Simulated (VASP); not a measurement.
A run of VASP 6.6.1 is set up as follows.

POSCAR

```
AgI
1.0
   -2.4282222702      2.4282222702      3.4378487106
    2.4282222702     -2.4282222702      3.4378487106
    2.4282222702      2.4282222702     -3.4378487106
Ag I
1 1
Direct
    0.2500000000      0.7500000000      0.5000000000
    0.0000000000      0.0000000000      0.0000000000
```

INCAR.step1

```
ALGO = Normal
EDIFF = 1E-5
ENCUT = 400
GGA = PE
GGA_COMPAT = F
ISIF = 2
ISMEAR = 0
KPAR = 4
LASPH = T
LCHARG = F
LREAL = F
LWAVE = T
NBANDS = 16
NELM = 120
PREC = Accurate
SIGMA = 0.01
```

INCAR.step2

```
ALGO = Normal
EDIFF = 1E-6
ENCUT = 400
GGA = PE
GGA_COMPAT = F
HFSCREEN = 0.2079
ISIF = 2
ISMEAR = 0
ISTART = 1
KPAR = 4
LASPH = T
LCHARG = F
LHFCALC = T
LREAL = F
LWAVE = F
NBANDS = 16
NELM = 120
PREC = Accurate
PRECFOCK = Normal
SIGMA = 0.01
```

File KPOINTS:

```
k-points
0
Gamma
  6 6 6
```

Potentials or basis: VASP PAW PBE potentials, release 64 (Ag, I).

The run is started by

```sh
$ cat potpaw_PBE.64/Ag/POTCAR potpaw_PBE.64/I/POTCAR > POTCAR
$ cp INCAR.step1 INCAR
$ mpirun -np 4 vasp_std > vasp.out
$ cp INCAR.step2 INCAR
$ mpirun -np 4 vasp_std > vasp.out
```

(1) What does it give for the band gap on the k mesh?

(2) Predict the pressure.

Answers

(1) 2.51 eV.

(2) -2.3 GPa.

Caveat: the cell differs from its parent crystal (strain +4.5%); the PAW data sets were made with another functional, which shifts forces and pressure a little; spin-orbit coupling is left out, which moves the levels of the heavy elements.
